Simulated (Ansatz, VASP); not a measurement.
## Hf in VASP and in Ansatz

The input POSCAR:

```
Hf
1.0
    2.8566409408      0.0000000000      0.0000000000
    0.0000000000      2.8566409408      0.0000000000
    0.0000000000      0.0000000000      2.8566409408
Hf
1
Direct
    0.0000000000      0.0000000000      0.0000000000
```

Contents of INCAR.step1:

```
PREC     = Accurate       # precision mode
ENCUT    = 600            # plane-wave cutoff, eV
ISMEAR   = 0              # smearing method
SIGMA    = 0.1            # smearing width, eV
LREAL    = F              # projectors in reciprocal space
LASPH    = T              # aspherical terms in the spheres
NELM     = 80             # most SCF steps
GGA      = PE             # functional
ALGO     = Normal         # electronic algorithm
EDIFF    = 1E-4           # SCF threshold, eV
LWAVE    = T              # write WAVECAR
LCHARG   = F              # write CHGCAR
```

The input INCAR.step2:

```
PREC     = Accurate       # precision mode
ENCUT    = 600            # plane-wave cutoff, eV
EDIFF    = 1E-7           # SCF threshold, eV
ISMEAR   = 0              # smearing method
SIGMA    = 0.1            # smearing width, eV
LREAL    = F              # projectors in reciprocal space
LASPH    = T              # aspherical terms in the spheres
NELM     = 80             # most SCF steps
ALGO     = Normal         # electronic algorithm
ISIF     = 3              # what is computed and relaxed
LWAVE    = F              # write WAVECAR
LCHARG   = F              # write CHGCAR
METAGGA  = R2SCAN         # meta-GGA
LMIXTAU  = T            
IBRION   = 2              # ionic algorithm
NSW      = 100            # ionic steps
EDIFFG   = -0.01          # ionic threshold
ISTART   = 1
```

The input KPOINTS:

```
regular mesh
0
Gamma
  20 20 20
```

Input for Ansatz:

```yaml
crystal:
  lattice:
    - [2.8566409408, 0.0, 0.0]
    - [0.0, 2.8566409408, 0.0]
    - [0.0, 0.0, 2.8566409408]
  atoms:
    - { symbol: Hf, position: [0.0, 0.0, 0.0] }
basis:
  ecutwfc: 500
kpoints:
  mp_grid: { grid: [20, 20, 20] }
hamiltonian:
  xc: r2scan
scf:
  occupations: { method: gaussian, width: 0.1 }
output:
  forces: true
  stress: true
  eigenvalues: true
relax:
  adjacent_minimum: "off"
  f_tol: 0.01
  max_steps: 80
  cell: { stress_tol: 0.05 }
```

Alike in both runs: task relaxation of cell and atoms; functional r2SCAN; k mesh 20 × 20 × 20; occupations gaussian, width 0.1 eV; no spin polarisation.

```csv
,VASP,Ansatz
version,VASP 6.6.1,Ansatz 0.2.0
potentials or method,"VASP PAW PBE potentials, release 64 (Hf_pv), cutoff 600 eV","scalar-relativistic, plane waves, PAW"
valence electrons in the cell,10,26
```

|  | VASP | Ansatz | Ansatz less VASP |
| --- | --- | --- | --- |
| gap on the k mesh at the Fermi level, each at its own relaxed structure (eV) | none | none | - |
| relaxed volume (Å³/atom) | 24.18 | 24.27 | +0.087 |
| relaxed length of the cell vector where the two differ most in proportion (Å) | 2.892 | 2.895 | +0.0035 |

VASP's potentials were made for PBE, not for r2SCAN. A gap of «none» marks a metal or a gap that the smearing closes. VASP's potentials hold 10 valence electrons a cell and Ansatz's 26, so a difference there can come from the potentials and not from the codes.

Spin-orbit coupling is off throughout.
